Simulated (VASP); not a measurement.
## CO: single point with PBE+D3(BJ)

CO:

```
CELL_PARAMETERS angstrom
8.86210 0.00000 0.00000
0.00000 8.86210 0.00000
0.00000 0.00000 8.86210
ATOMIC_POSITIONS crystal
O 0.60334 0.15991 0.93584
O 0.79810 0.96472 0.56062
O 0.90099 0.54474 0.21280
O 0.83975 0.63178 0.79110
O 0.37517 0.04255 0.61404
O 0.17538 0.33730 0.74026
O 0.08011 0.17288 0.29600
O 0.32190 0.87040 0.94872
O 0.64475 0.24932 0.35920
O 0.46136 0.60764 0.50836
O 0.42814 0.48021 0.03300
O 0.66626 0.89957 0.22008
C 0.64554 0.23236 0.83883
C 0.88534 0.04855 0.60296
C 0.86370 0.45016 0.13469
C 0.95573 0.68589 0.78469
C 0.27618 0.96951 0.57840
C 0.14620 0.39264 0.62841
C 0.15716 0.18085 0.19363
C 0.20901 0.87899 0.00913
C 0.51729 0.25767 0.34932
C 0.41604 0.66799 0.40472
C 0.30404 0.49992 0.05865
C 0.69002 0.84061 0.10873
```

```json
{
  "Program": "VASP 6.6.1",
  "Task": "single point",
  "Functional": "PBE",
  "Dispersion": "D3(BJ)",
  "Potentials or basis": "VASP PAW PBE potentials, release 64 (O, C)",
  "Cutoff": "520 eV",
  "k mesh": "1 × 1 × 1",
  "Occupations": "fermi-dirac, width 0.05 eV",
  "Spin": "no spin polarisation"
}
```

```
Pressure                   : 0.7 GPa
Largest force              : 0.991 eV/Å
Dispersion energy per atom : -0.045 eV
```

Forces on the atoms (eV/Å):
```
O   -0.276 -0.461  0.638
O   -0.592 -0.575 -0.297
O    0.217  0.583  0.493
O   -0.758 -0.355  0.033
O    0.753  0.559  0.274
O    0.207 -0.383  0.762
O   -0.404 -0.050  0.541
O    0.665 -0.041 -0.358
O    0.860 -0.049  0.067
O    0.283 -0.381  0.663
O    0.786 -0.113 -0.159
O   -0.157  0.367  0.695
C    0.262  0.471 -0.637
C    0.609  0.579  0.295
C   -0.218 -0.584 -0.499
C    0.757  0.346 -0.037
C   -0.764 -0.568 -0.276
C   -0.202  0.376 -0.766
C    0.410  0.049 -0.537
C   -0.663  0.042  0.375
C   -0.859  0.051 -0.068
C   -0.281  0.378 -0.657
C   -0.793  0.115  0.158
C    0.159 -0.356 -0.700
```

Stress tensor (GPa, compression positive):
```
 0.87  0.19 -0.06
 0.19  0.43  0.01
-0.06  0.01  0.69
```

Levels at points of the mesh, in eV from the Fermi level:
```tsv
k point	band 58	band 59	band 60	band 61	band 62	band 63
(0.00, 0.00, 0.00)	-1.50	-1.42	-1.28	4.63	4.74	4.83
```

It took 88 s on 1 thread of Oxide Virtual Turin-like Processor, on a shared host, peak memory 0.6 GiB.

Caveat: the k points lie up to 0.71 Å⁻¹ apart.
